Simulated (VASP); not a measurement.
AlCu, 4 atoms in the cell. Symmetry: Fd-3m, No. 227, cubic system. Conventional cell: a = 6.319 Å, b = 6.319 Å, c = 6.319 Å, α = 90.00°, β = 90.00°, γ = 90.00°. Within 3.6 Å of Al (site symmetry -43m) lie 4 Al at 2.74 Å and 10 Cu at 2.74 to 3.16 Å. Within 3.6 Å of Cu (site symmetry -43m) lie 10 Al at 2.74 to 3.16 Å and 4 Cu at 2.74 Å. 

- Program: VASP 6.6.1
- Task: single point
- Functional: PBE
- Potentials or basis: VASP PAW PBE potentials, release 64 (Al, Cu)
- Cutoff: 520 eV
- k mesh: 6 × 6 × 6
- Occupations: gaussian, width 0.1 eV
- Spin: no spin polarisation
- Dipole correction: no
- Further INCAR settings: ALGO = Fast; EDIFF = 1e-06; NBANDS = 22

Potentials or basis: VASP PAW PBE potentials, release 64 (Al, Cu).

Run with:

```sh
$ cat potpaw_PBE.64/Al/POTCAR potpaw_PBE.64/Cu/POTCAR > POTCAR
$ mpirun -np 1 vasp_std > vasp.out
```

Hardware: 1 thread of Intel(R) Xeon(R) Platinum 8375C CPU @ 2.90GHz (Ice Lake), with other jobs on the host.

Task: Estimate the wall time of this run.

Result: Wall time 46 s on 1 thread of Intel(R) Xeon(R) Platinum 8375C CPU @ 2.90GHz (Ice Lake) (shared host), peak memory 0.19 GiB. Counts: scf iterations 15, k points 16.
